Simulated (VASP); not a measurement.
# CoO (R-3m) in VASP: notebook

The runs below take CoO through single point, with PBEsol.

Program: VASP 6.6.1. These are calculated values, not measurements. Logs are shortened: lines on timing, memory, paths and dates and some standing lists are left out, and cuts for length are marked.

## Step 1: The cell of the first run

It takes space group R-3m (No. 166, trigonal). Conventional cell: a = 3.011 Å, b = 3.011 Å, c = 7.320 Å, α = 90.00°, β = 90.00°, γ = 120.00°. Within 2.8 Å of Co (site symmetry -3m) lie 6 O at 2.12 Å. O (site symmetry -3m) has 6 Co at 2.12 Å within 2.8 Å.

## Step 2: Single point, PBEsol, collinear spin, ferromagnetic start

Input file INCAR:

```
SYSTEM = CoO
  ALGO = Fast
  EDIFF = 1E-6
  ENCUT = 520
  GGA = PS
  ISIF = 2
  ISMEAR = 0
  ISPIN = 2
  LASPH = .TRUE.
  LCHARG = .TRUE.
  LELF = .TRUE.
  LMAXMIX = 4
  LORBIT = 11
  LREAL = .FALSE.
  LVHAR = .TRUE.
  LWAVE = .FALSE.
  MAGMOM = 3.98 1.52
  NBANDS = 18
  NELM = 150
  NUPDOWN = 6.0
  PREC = Accurate
  SIGMA = 0.1
```

Input file KPOINTS:

```
k-points
0
G
  18 18 18
  0 0 0
```

Input file POSCAR:

```
CoO
1.0
    1.5054695445      0.8691832468      2.4399269062
   -1.5054695445      0.8691832468      2.4399269062
    0.0000000000     -1.7383664936      2.4399269062
Co O
1 1
Direct
    0.0000000000      0.0000000000      0.0000000000
    0.5000000000      0.5000000000      0.5000000000
```

Potentials or basis: VASP PAW PBE potentials, release 64 (Co, O).

Started as:

```bash
cat potpaw_PBE.64/Co/POTCAR potpaw_PBE.64/O/POTCAR > POTCAR
mpirun -np 1 vasp_std > vasp.out
```

OUTCAR:

```text
SYSTEM = CoO
   EDIFF = 1E-6
   ENCUT = 520
   GGA = PS
   ISIF = 2
   ISMEAR = 0
   ISPIN = 2
   LASPH = .TRUE.
   LORBIT = 11
   LREAL = .FALSE.
   NELM = 150
   NUPDOWN = 6.0
   PREC = Accurate

 ion  position               nearest neighbor table
   1  0.000  0.000  0.000-   2 2.12   2 2.12   2 2.12   2 2.12   2 2.12   2 2.12
   2  0.500  0.500  0.500-   1 2.12   1 2.12   1 2.12   1 2.12   1 2.12   1 2.12

  LATTYP: Found a trigonal (rhomboedric) cell.
 ALAT       =     2.9958573687
 COS(alpha) =     0.4949531368

  Lattice vectors:

 A1 = (   1.5054695445,   0.8691832468,   2.4399269062)
 A2 = (  -1.5054695445,   0.8691832468,   2.4399269062)
 A3 = (   0.0000000000,  -1.7383664936,   2.4399269062)

Analysis of symmetry for initial positions (statically):
=====================================================================
 Subroutine PRICEL returns:
 Original cell was already a primitive cell.

 Routine SETGRP: Setting up the symmetry group for a
 trigonal (rhombohedral) supercell.

 Subroutine GETGRP returns: Found 12 space group operations
 (whereof 12 operations were pure point group operations)
 out of a pool of 12 trial point group operations.

The static configuration has the point symmetry D_3d.

Analysis of symmetry for dynamics (positions and initial velocities):
=====================================================================
 Subroutine PRICEL returns:
 Original cell was already a primitive cell.

 Routine SETGRP: Setting up the symmetry group for a
 trigonal (rhombohedral) supercell.

 Subroutine GETGRP returns: Found 12 space group operations
 (whereof 12 operations were pure point group operations)
 out of a pool of 12 trial point group operations.

The dynamic configuration has the point symmetry D_3d.

Analysis of structural, dynamic, and magnetic symmetry:
=====================================================================
 Subroutine PRICEL returns:
 Original cell was already a primitive cell.

 Routine SETGRP: Setting up the symmetry group for a
 trigonal (rhombohedral) supercell.

 Subroutine GETGRP returns: Found 12 space group operations
 (whereof 12 operations were pure point group operations)
 out of a pool of 12 trial point group operations.

The overall configuration has the point symmetry D_3d.

 Subroutine INISYM returns: Found 12 space group operations
 (whereof 12 operations are pure point group operations),
 and found     1 'primitive' translations

----------------------------------------------------------------------------------------

                                     Primitive cell

  volume of cell :      19.1563

  direct lattice vectors                    reciprocal lattice vectors
     1.505469544  0.869183247  2.439926906     0.332122295  0.191750896  0.136616114
    -1.505469544  0.869183247  2.439926906    -0.332122295  0.191750896  0.136616114
     0.000000000 -1.738366494  2.439926906     0.000000000 -0.383501793  0.136616114

  length of vectors
     2.995857369  2.995857369  2.995857369     0.407108816  0.407108816  0.407108816

  position of ions in fractional coordinates (direct lattice)
     0.000000000  0.000000000  0.000000000
     0.500000000  0.500000000  0.500000000

  ion indices of the primitive-cell ions
   primitive index   ion index
                 1           1
                 2           2

----------------------------------------------------------------------------------------

 KPOINTS: k-points

Automatic generation of k-mesh.
 Grid dimensions read from file:
 generate k-points for:   18   18   18

 Generating k-lattice:

  Cartesian coordinates                     Fractional coordinates (reciprocal lattice)
     0.018451239  0.010652828  0.007589784     0.055555556  0.000000000  0.000000000
    -0.018451239  0.010652828  0.007589784     0.000000000  0.055555556  0.000000000
     0.000000000 -0.021305655  0.007589784     0.000000000  0.000000000  0.055555556

  Length of vectors
     0.022617156  0.022617156  0.022617156

  Shift w.r.t. Gamma in fractional coordinates (k-lattice)
     0.000000000  0.000000000  0.000000000

 Subroutine IBZKPT returns following result:
 ===========================================

 Found    580 irreducible k-points:

 Following reciprocal coordinates:
            Coordinates               Weight
  0.000000  0.000000  0.000000      1.000000
  0.055556  0.000000 -0.000000      6.000000
  0.111111  0.000000 -0.000000      6.000000
  0.166667  0.000000 -0.000000      6.000000
  0.222222  0.000000  0.000000      6.000000
  0.277778  0.000000  0.000000      6.000000
[... 16 lines left out ...]
 -0.277778  0.055556 -0.000000     12.000000
 -0.222222  0.055556 -0.000000     12.000000
 [... further k-points ...]
   k-points           NKPTS =    580   k-points in BZ     NKDIM =    580   number of bands    NBANDS=     18
   number of dos      NEDOS =    301   number of ions     NIONS =      2
   total plane-waves  NPLWV =  13824
   dimension x,y,z NGX =    24 NGY =   24 NGZ =   24
   dimension x,y,z NGXF=    48 NGYF=   48 NGZF=   48
   ions per type =               1   1
   NGX,Y,Z   is equivalent  to a cutoff of  13.32, 13.32, 13.32 a.u.
   NGXF,Y,Z  is equivalent  to a cutoff of  26.64, 26.64, 26.64 a.u.
 SYSTEM =  CoO
   PREC   = accura    normal or accurate (medium, high low for compatibility)
   ISTART =      0    job   : 0-new  1-cont  2-samecut
   ICHARG =      2    charge: 1-file 2-atom 10-const
   ISPIN  =      2    spin polarized calculation?
   LNONCOLLINEAR =      F non collinear calculations
   LSORBIT =      F    spin-orbit coupling
   LASPH  =      T    aspherical Exc in radial PAW
   ENCUT  =  520.0 eV  38.22 Ry    6.18 a.u.   5.57  5.57  5.57*2*pi/ulx,y,z
   NELM   =    150;   NELMIN=  2; NELMDL= -5     # of ELM steps
   EDIFF  = 0.1E-05   stopping-criterion for ELM
   LREAL  =      F    real-space projection
   EDIFFG = 0.1E-04   stopping-criterion for IOM
   NSW    =      0    number of steps for IOM
   IBRION =     -1    ionic relax: 0-MD 1-quasi-New 2-CG
   NFREE  =      0    steps in history (QN), initial steepest desc. (CG)
   ISIF   =      2    stress and relaxation
   ISYM   =      2    0-nonsym 1-usesym 2-fastsym
   POTIM  = 0.5000    time-step for ionic-motion
   TEBEG  =    0.0;   TEEND  =   0.0 temperature during run
   PSTRESS=    0.0 pullay stress
   NELECT =      15.0000    total number of electrons
   NUPDOWN=       6.0000    fix difference up-down
   EMIN   =  10.00;   EMAX   =-10.00  energy-range for DOS
   EFERMI =   0.00;   METHOD = LEGACY
   ISMEAR =     0;   SIGMA  =   0.10  broadening in eV -4-tet -1-fermi 0-gaus
   EFERMI_NEDOS =   21; number of points for ismear=-14 and -15
   IALGO  =     68    algorithm
   IMIX   =      4    mixing-type and parameters
     AMIX     =   0.40;   BMIX     =  1.00
     AMIX_MAG =   1.60;   BMIX_MAG =  1.00
  volume/ion in A,a.u.               =       9.58        64.64
  Fermi-wavevector in a.u.,A,eV,Ry     =   1.508927  2.851458 30.978555  2.276860
  Thomas-Fermi vector in A             =   2.619316
   LORBIT       =     11    0 simple, 1 ext, 2 COOP (PROOUT), +10 PAW based schemes
   GGA     = PS    functional components
   LHFCALC =     F    Hartree Fock is set to
   AEXX    =    0.0000 exact exchange contribution
   IVDW    =     0    specifies the selected vdW correction
   LEPSILON=     F    determine dielectric tensor
   LRPA    =     F    only Hartree local field effects (RPA)
 spin polarized calculation
 RMM-DIIS sequential band-by-band and
 Gauss-broadening in eV      SIGMA  =   0.10
  energy-cutoff  :      520.00
  volume of cell :       19.16
 maximum number of plane-waves:       534
   NGX = 11   NGY = 11   NGZ = 11

 number of electron      15.0000004 magnetization       6.0000021

 Free energy of the ion-electron system (eV)
  ---------------------------------------------------
  ext. energy  EPLUGINS =         0.00000000
  ---------------------------------------------------
  free energy    TOTEN  =        -2.45015952 eV

  energy without entropy =       -2.43821705  energy(sigma->0) =       -2.44418828

 E-fermi :   5.4789     XC(G=0): -12.8758

 val. band max:       16.3065548095   @ k =  -0.2778   0.5000   0.1667
 cond. band min:       5.4800504585   @ k =   0.4444   0.2778   0.1667
 fundamental gap:    -10.8265043510
 Fermi energy:        16.3096505562

 spin component 1

 k-point     1 :       0.0000    0.0000    0.0000
  band No.  band energies     occupation
      1     -13.3226      1.00000
      2       1.2491      1.00000
      3       1.2491      1.00000
      4       1.2655      1.00000
      5       1.5872      1.00000
      6       1.5872      1.00000
[... 10 lines left out ...]
     17      28.0517      0.00000
     18      31.6527      0.00000
[... 463 lines left out ...]
 k-point    24 :      -0.2222    0.0556   -0.0000
  band No.  band energies     occupation
      1     -12.7698      1.00000
      2      -0.0008      1.00000
      3       0.4314      1.00000
      4       0.6088      1.00000
      5       1.5003      1.00000
      6       1.6230      1.00000
[... 10 lines left out ...]
     17      33.6072      0.00000
     18      35.6450      0.00000

 [... further k-points ...]

 spin component 2

 k-point     1 :       0.0000    0.0000    0.0000
  band No.  band energies     occupation
      1     -10.9609      1.00000
      2       5.1168      1.00000
      3       5.1168      1.00000
      4       5.1470      1.00000
      5       5.3254      0.98503
      6       5.3254      0.98503
[... 10 lines left out ...]
     17      30.6530      0.00000
     18      33.5203      0.00000
[... 463 lines left out ...]
 k-point    24 :      -0.2222    0.0556   -0.0000
  band No.  band energies     occupation
      1     -10.3615      1.00000
      2       2.7898      1.00000
      3       3.5983      1.00000
      4       3.8380      1.00000
      5       5.4178      0.80625
      6       5.5183      0.28849
[... 10 lines left out ...]
     17      35.9259      0.00000
     18      37.8326      0.00000

 [... further k-points ...]

------------------------ aborting loop because EDIFF is reached ----------------------------------------

  FORCE on cell =-STRESS in cart. coord.  units (eV):
  Direction    XX          YY          ZZ          XY          YZ          ZX
  --------------------------------------------------------------------------------------
  -------------------------------------------------------------------------------------
  Total       10.1040724     10.1040724      9.7669416      0.0000000      0.0000000      0.0000000
  in kB      845.0757585    845.0757585    816.8790985      0.0000000      0.0000000      0.0000000
  external PRESSURE =     835.6768718 kB  Pullay stress =       0.0000000 kB

 VOLUME and BASIS-vectors are now :
 -----------------------------------------------------------------------------
  energy-cutoff  :      520.00
  volume of cell :       19.16
      direct lattice vectors                 reciprocal lattice vectors
     1.505469544  0.869183247  2.439926906     0.332122295  0.191750896  0.136616114
    -1.505469544  0.869183247  2.439926906    -0.332122295  0.191750896  0.136616114
     0.000000000 -1.738366494  2.439926906     0.000000000 -0.383501793  0.136616114

 POSITION                                       TOTAL-FORCE (eV/Angst)
 -----------------------------------------------------------------------------------
      0.00000      0.00000      0.00000         0.000000     -0.000000     -0.000000
      0.00000      0.00000      3.65989         0.000000      0.000000      0.000000
 -----------------------------------------------------------------------------------
    total drift:                               -0.000000      0.000000     -0.000000

  FREE ENERGIE OF THE ION-ELECTRON SYSTEM (eV)
  ---------------------------------------------------
  free  energy   TOTEN  =        -2.4501595177 eV

  energy  without entropy=       -2.4382170483  energy(sigma->0) =       -2.44418828

 total charge

# of ion       s       p       d       tot
------------------------------------------
    1        0.638   0.521   6.485   7.644
    2        1.621   3.242   0.000   4.863
--------------------------------------------------
tot          2.259   3.764   6.485  12.508

 magnetization (x)

# of ion       s       p       d       tot
------------------------------------------
    1        0.400   0.224   3.370   3.995
    2        0.120   1.168   0.000   1.288
--------------------------------------------------
tot          0.521   1.391   3.370   5.282
```

Wall time 15 min (1 thread of Oxide Virtual Turin-like, shared host); peak memory 0.37 GiB.

Results:

- Free energy: -2.4502 eV
- Pressure: 83.6 GPa
- Net moment: 6.00 μB per cell
- Site moments: Co +4.00; O +1.29 μB
- Valence electrons inside the program's atomic spheres: Co 7.64; O 4.86

Stress tensor (GPa, compression positive):
```
84.51  0.00  0.00
 0.00 84.51  0.00
 0.00  0.00 81.69
```

Caveat: the cell stands under pressure; the PAW data sets were made with another functional, which shifts forces and pressure a little; the total moment is fixed, so each spin has its own Fermi level and the state may be an excited one; a cell with one magnetic atom can't hold antiferromagnetic order, which such compounds often take.

## Step 3: Single point, PBEsol, collinear spin, ferromagnetic start

Input file INCAR:

```
SYSTEM = CoO
ALGO = Normal
EDIFF = 1E-6
ENCUT = 520
GGA = PS
ISIF = 2
ISMEAR = 0
ISPIN = 2
LASPH = .True.
LCHARG = .False.
LMAXMIX = 4
LORBIT = 11
LREAL = .False.
LWAVE = .False.
MAGMOM = 4.29 1.9
NBANDS = 18
NELM = 150
NUPDOWN = 7.0
PREC = Accurate
SIGMA = 0.1
```

Input file KPOINTS:

```
k-points
0
Gamma
  18 18 18
  0 0 0
```

POSCAR is that of step 2.

Potentials or basis: VASP PAW PBE potentials, release 64 (Co, O).

Started as:

```bash
cat potpaw_PBE.64/Co/POTCAR potpaw_PBE.64/O/POTCAR > POTCAR
mpirun -np 1 vasp_std > vasp.out
```

It took 12 min on 1 thread of Oxide Virtual Turin-like, shared host; peak memory 0.37 GiB.

It converged, with:

```
Free energy                                           : 3.2640 eV
Pressure                                              : 118.8 GPa
Net moment                                            : 7.00 μB per cell
Site moments                                          : Co +4.39; O +1.60 μB
Valence electrons inside the program's atomic spheres : Co 7.60; O 4.81
```

Stress tensor (GPa, compression positive):
```
119.23   0.00   0.00
  0.00 119.23   0.00
  0.00   0.00 117.89
```

Caveat: the cell stands under pressure; the PAW data sets were made with another functional, which shifts forces and pressure a little; the total moment is fixed, so each spin has its own Fermi level and the state may be an excited one; a cell with one magnetic atom can't hold antiferromagnetic order, which such compounds often take.
